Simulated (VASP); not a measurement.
The system is TaN.

```
Ta N
1.0
     5.19600    0.00000    0.00000
    -2.59800    4.49987    0.00000
     0.00000    0.00000    2.91100
Ta N
3 3
Direct
  0.00000 0.00000 0.00000
  0.66667 0.33333 0.50000
  0.33333 0.66667 0.50000
  0.00000 0.39285 0.00000
  0.60715 0.60715 0.00000
  0.39285 0.00000 0.00000
```

Base run:

```yaml
Program: VASP 6.6.1
Functional: r2SCAN
Potentials_or_basis: VASP PAW PBE potentials, release 64 (Ta_sv_GW, N)
Cutoff: 660 eV
k_mesh: 6 × 6 × 9
Occupations: fermi-dirac, width 0.05 eV
Spin: no spin polarisation
```

Its results: band gap on the k mesh zero (band 27 reaches 14.02 eV, above the bottom of band 28 at 10.93 eV); pressure 0.4 GPa; largest force 0.018 eV/Å.

Problem. The run is repeated on the same cell with these changes: potentials or basis from VASP PAW PBE potentials, release 64 (Ta_sv_GW, N) to VASP PAW PBE potentials, release 64 (Ta_pv, N); cutoff from 660 eV to 520 eV; further incar settings from ALGO = Normal; EDIFF = 1e-06; NBANDS = 36 to ALGO = Normal; EDIFF = 1e-06; NBANDS = 33; valence electrons from 54 to 48. What comes out?

Solution. Band gap on the k mesh zero (band 24 reaches 10.05 eV, above the bottom of band 25 at 6.94 eV); pressure 1.9 GPa; largest force 0.024 eV/Å.

Caveats: the PAW data sets were made with another functional, which shifts forces and pressure a little; spin-orbit coupling is left out, which moves the levels of the heavy elements.
